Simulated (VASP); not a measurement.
Write the native input for VASP 6.6.1 that does the following.

```
Task                   : single point
Functional             : PBEsol
Potentials or basis    : VASP PAW PBE potentials, release 64 (Ba_sv, Ti_sv, O)
Cutoff                 : 520 eV
k mesh                 : 8 × 8 × 8
Occupations            : gaussian, width 0.02 eV
Spin                   : no spin polarisation
Dipole correction      : no
Further INCAR settings : ALGO = Normal; EDIFF = 1e-06; NBANDS = 28
```

The structure of BaTiO3 lies in POSCAR:

```
BaTiO3
1.0
    3.8507732524      0.0000000000      0.0000000000
    0.0000000000      3.9996433524      0.0000000000
    0.0000000000      0.0000000000      3.9996433524
Ba Ti O
1 1 3
Direct
    0.5000000000      0.5000000000      0.5000000000
    0.0000000000      0.0000000000      0.0000000000
    0.5000000000      0.0000000000      0.0000000000
    0.0000000000      0.5000000000      0.0000000000
    0.0000000000      0.0000000000      0.5000000000
```

This cell differs from its parent crystal: uniaxial strain along a: -3.0 %.

One way to write it, as run:

INCAR

```
SYSTEM = BaTiO3
ALGO = Normal ; EDIFF = 1E-6
ENCUT = 520 ; GGA = PS
ISIF = 2 ; ISMEAR = 0
LASPH = .TRUE. ; LCHARG = .FALSE.
LREAL = .FALSE. ; LWAVE = .FALSE.
NBANDS = 28 ; NELM = 60
PREC = Accurate ; SIGMA = 0.02
```

KPOINTS

```
k-points
0
G
  8 8 8
  0 0 0
```

Potentials or basis: VASP PAW PBE potentials, release 64 (Ba_sv, Ti_sv, O).

Launch:

```sh
$ cat potpaw_PBE.64/Ba_sv/POTCAR potpaw_PBE.64/Ti_sv/POTCAR potpaw_PBE.64/O/POTCAR > POTCAR
$ mpirun -np 1 vasp_std > vasp.out
```

It gave:

```json
{"Pressure": "5.4 GPa", "Band gap on the k mesh": "1.68 eV, indirect (least direct gap 1.79 eV)"}
```

Caveat: the cell differs from its parent crystal (uniaxial strain along a: -3.0 %); the PAW data sets were made with another functional, which shifts forces and pressure a little; spin-orbit coupling is left out, which moves the levels of the heavy elements.

It took 56 s on 1 thread of Intel(R) Xeon(R) 6975P-C (Granite Rapids), on a shared host, peak memory 0.26 GiB.
